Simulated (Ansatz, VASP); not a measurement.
# One calculation of La4ZrO, two programs

```xyz
6
Lattice="6.3920 0.0000 0.0000 -3.1960 5.5356 0.0000 0.0000 0.0000 5.4301" Properties=species:S:1:pos:R:3 pbc="T T T"
La    3.1960    1.8452    0.0000
La   -1.5518    2.7945    2.7151
La    1.5518    2.7945    2.7151
La    0.0000    5.4823    2.7151
Zr    0.0000    3.6904    0.0000
O     0.0000    0.0000    0.0000
```

Change from the starting cell: species swapped into the EuAlAg4 type (P-6m2, No. 187).

Alike in both runs: functional PBE; k mesh 6 × 6 × 8; occupations gaussian, width 0.1 eV; no spin polarisation.

Ansatz relaxed the structure, and its values are those at the end. VASP's run is a single point on that final structure, the one shown.

|  | VASP | Ansatz |
| --- | --- | --- |
| version | VASP 6.6.1 | Ansatz 0.2.0 |
| potentials or method | VASP PAW PBE potentials, release 64 (La, Zr_sv, O), cutoff 520 eV | scalar-relativistic, plane waves, PAW |
| valence electrons in the cell | 62 | 62 |

|  | VASP | Ansatz | Ansatz less VASP |
| --- | --- | --- | --- |
| gap on the k mesh at the Fermi level (eV) | none | none | - |
| pressure (GPa) | 0.0 | 0.0 | 0.00 |

A gap of «none» marks a metal or a gap that the smearing closes.

Spin-orbit coupling is off throughout.
